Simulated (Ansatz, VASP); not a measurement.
This is a calculation of Nb for Ansatz 0.2.0.

Contents of input.yaml:

```yaml
crystal:
  lattice:
    - [-1.66395, 1.66395, 1.66395]
    - [1.66395, -1.66395, 1.66395]
    - [1.66395, 1.66395, -1.66395]
  atoms:
    - { symbol: Nb, position: [0.0, 0.0, 0.0] }
hamiltonian:
  xc: pbe
  pseudopotentials: { kind: paw }
  dispersion: d3bj
kpoints:
  mp_grid: { grid: [11, 11, 11] }
scf:
  occupations: { method: fermi_dirac, width: 0.05 }
output:
  forces: true
  stress: true
relax:
  f_tol: 0.01
  max_steps: 40
  cell: { stress_tol: 0.05 }
```

Potentials or basis: Ansatz PAW.

The run is started by

```bash
$ ansatz run input.yaml --threads 2 --pin off --max-ram 5632MiB --backend cpu --events-out ev --progress --plain --runs-dir out
```

**Question.** Translate it to VASP 6.6.1. Potentials there: VASP PAW PBE potentials, release 64 (Nb_sv).

**Answer.** As run (the cutoff follows the program's own potentials):

INCAR

```
SYSTEM = Nb
PREC = Accurate
ENCUT = 500
EDIFF = 1E-7
ISMEAR = -1
SIGMA = 0.05
LREAL = .False.
LASPH = .True.
NELM = 120
ALGO = Normal
ISIF = 3
LWAVE = .False.
LCHARG = .False.
GGA = PE
IVDW = 12
IBRION = 2
NSW = 60
EDIFFG = -0.01
GGA_COMPAT = .False.
NELMIN = 4
```

KPOINTS

```
regular mesh
0
Gamma
  11 11 11
  0 0 0
```

File POSCAR:

```
Nb
1.0
   -1.6639500000      1.6639500000      1.6639500000
    1.6639500000     -1.6639500000      1.6639500000
    1.6639500000      1.6639500000     -1.6639500000
Nb
1
Direct
    0.0000000000      0.0000000000      0.0000000000
```

Potentials or basis: VASP PAW PBE potentials, release 64 (Nb_sv).

Launch:

```bash
$ cat potpaw_PBE.64/Nb_sv/POTCAR > POTCAR
$ mpirun -np 1 vasp_std > vasp.out
```

Both were run:

|  | VASP | Ansatz | Ansatz less VASP |
| --- | --- | --- | --- |
| relaxed volume (Å³/atom) | 17.47 | 17.50 | +0.031 |
| relaxed cell length with the largest relative difference (Å) | 2.831 | 2.833 | +0.0016 |

Noted on Ansatz's run: the plane-wave basis is chosen anew once the cell has moved, so the energies of steps on either side of that aren't comparable.
